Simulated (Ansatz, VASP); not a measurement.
**MoS2 in VASP and in Ansatz**

INCAR

```
PREC     = Accurate       # precision mode
ENCUT    = 520            # plane-wave cutoff, eV
EDIFF    = 1E-6           # SCF threshold, eV
ISMEAR   = -1             # smearing method
SIGMA    = 0.02           # smearing width, eV
LREAL    = F              # projectors in reciprocal space
LASPH    = T              # aspherical terms in the spheres
NELM     = 100            # most SCF steps
ALGO     = Normal         # electronic algorithm
ISIF     = 2              # what is computed and relaxed
LWAVE    = F              # write WAVECAR
LCHARG   = F              # write CHGCAR
GGA      = PE             # functional
NBANDS   = 35             # bands
```

File KPOINTS:

```
Automatic mesh
0
Gamma
  12 12 2
```

POSCAR

```
MoS2
1.0
    3.1095595307      0.0000000000      0.0000000000
   -1.5547797654      2.6929575482      0.0000000000
    0.0000000000      0.0000000000     12.5565738830
Mo S
2 4
Direct
    0.3333333333      0.6666666667      0.2500000000
    0.6666666667      0.3333333333      0.7500000000
    0.6666666667      0.3333333333      0.3755948661
    0.6666666667      0.3333333333      0.1244051339
    0.3333333333      0.6666666667      0.8755948661
    0.3333333333      0.6666666667      0.6244051339
```

Input for Ansatz:

```yaml
crystal:
  lattice:
    - [3.1095595307, 0.0, 0.0]
    - [-1.5547797654, 2.6929575482, 0.0]
    - [0.0, 0.0, 12.556573883]
  atoms:
    - { symbol: Mo, position: [0.3333333333, 0.6666666667, 0.25] }
    - { symbol: Mo, position: [0.6666666667, 0.3333333333, 0.75] }
    - { symbol: S, position: [0.6666666667, 0.3333333333, 0.3755948661] }
    - { symbol: S, position: [0.6666666667, 0.3333333333, 0.1244051339] }
    - { symbol: S, position: [0.3333333333, 0.6666666667, 0.8755948661] }
    - { symbol: S, position: [0.3333333333, 0.6666666667, 0.6244051339] }
kpoints:
  mp_grid: { grid: [12, 12, 2] }
  band_path:
    path:
      - [0.0, 0.0, 0.0]
      - [0.5, 0.0, 0.0]
      - [0.3333333333, 0.3333333333, 0.0]
      - [0.0, 0.0, 0.5]
      - [0.5, 0.0, 0.5]
      - [0.3333333333, 0.3333333333, 0.5]
      - [0.177083, 0.177083, 0.0]
    npoints: 1
hamiltonian:
  xc: pbe
scf:
  occupations: { method: fermi_dirac, width: 0.02 }
  n_extra_bands: 5
output:
  forces: true
  stress: true
  eigenvalues: true
```

Change from the starting cell: epitaxial_xy strain -2.0%.

Alike in both runs: task single point; functional PBE; k mesh 12 × 12 × 2; occupations fermi-dirac, width 0.02 eV; no spin polarisation.

```csv
,VASP,Ansatz
version,VASP 6.6.1,Ansatz 0.2.0
potentials or method,"VASP PAW PBE potentials, release 64 (Mo_sv, S)","plane waves, PAW"
plane-wave cutoff (eV),520,420
valence electrons in the cell,52,52
```

```csv
,VASP,Ansatz,Ansatz less VASP
gap on the k mesh at the Fermi level (eV),1.04,1.03,-0.014
pressure (GPa),6.3,6.4,+0.15
"traceless stress, the component that is largest in VASP (GPa)",-2.88,-2.83,+0.052
rms of the force components (eV/Å),0.054,0.060,+0.0068
```

Atom by atom the forces differ by 0.007 eV/Å (rms over components).
